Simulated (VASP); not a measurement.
Wanted: the native input for a VASP 6.6.1 run.

- Task: single point
- Functional: LDA
- Potentials or basis: VASP PAW LDA potentials, release 64 (Cs_sv, Sr_sv, F)
- Cutoff: 520 eV
- k mesh: 6 × 6 × 6
- Occupations: gaussian, width 0.05 eV
- Spin: no spin polarisation
- Dipole correction: no
- Further INCAR settings: ALGO = Normal; EDIFF = 1e-06; NBANDS = 28

The structure of CsSrF3 lies in POSCAR:

```
CsSrF3
1.0
    4.7660122357     -0.1138637735     -0.1138637735
   -0.1138637735      4.7660122357     -0.1138637735
   -0.1138637735     -0.1138637735      4.7660122357
Cs Sr F
1 1 3
Direct
    0.0000000000      0.0000000000      0.0000000000
    0.5000000000      0.5000000000      0.5000000000
    0.0000000000      0.5000000000      0.5000000000
    0.5000000000      0.0000000000      0.5000000000
    0.5000000000      0.5000000000      0.0000000000
```

This cell differs from its parent crystal: ratio of the length along [111] to the lengths across it x 0.93, volume and fractional coordinates fixed.

The input as run:

INCAR

```
SYSTEM = CsSrF3
ALGO     = Normal         ! electronic algorithm
EDIFF    = 1E-6           ! SCF threshold, eV
ENCUT    = 520            ! plane-wave cutoff, eV
ISIF     = 2              ! what is computed and relaxed
ISMEAR   = 0              ! smearing method
LASPH    = .True.         ! aspherical terms in the spheres
LCHARG   = .False.        ! write CHGCAR
LREAL    = .False.        ! projectors in reciprocal space
LWAVE    = .False.        ! write WAVECAR
NBANDS   = 28             ! bands
NELM     = 60             ! most SCF steps
PREC     = Accurate       ! precision mode
SIGMA    = 0.05           ! smearing width, eV
```

KPOINTS

```
k-points
0
Gamma
  6 6 6
  0 0 0
```

Potentials or basis: VASP PAW LDA potentials, release 64 (Cs_sv, Sr_sv, F).

Launch:

```sh
$ cat potpaw_LDA.64/Cs_sv/POTCAR potpaw_LDA.64/Sr_sv/POTCAR potpaw_LDA.64/F/POTCAR > POTCAR
$ mpirun -np 1 vasp_std > vasp.out
```

It gave:

```yaml
Pressure: -3.1 GPa
Band_gap_on_the_k_mesh: 6.00 eV, direct
```

Caveat: spin-orbit coupling is left out, which moves the levels of the heavy elements.

Wall time 51 s on 1 thread of Intel(R) Xeon(R) 6975P-C (Granite Rapids) (shared host), peak memory 0.23 GiB.
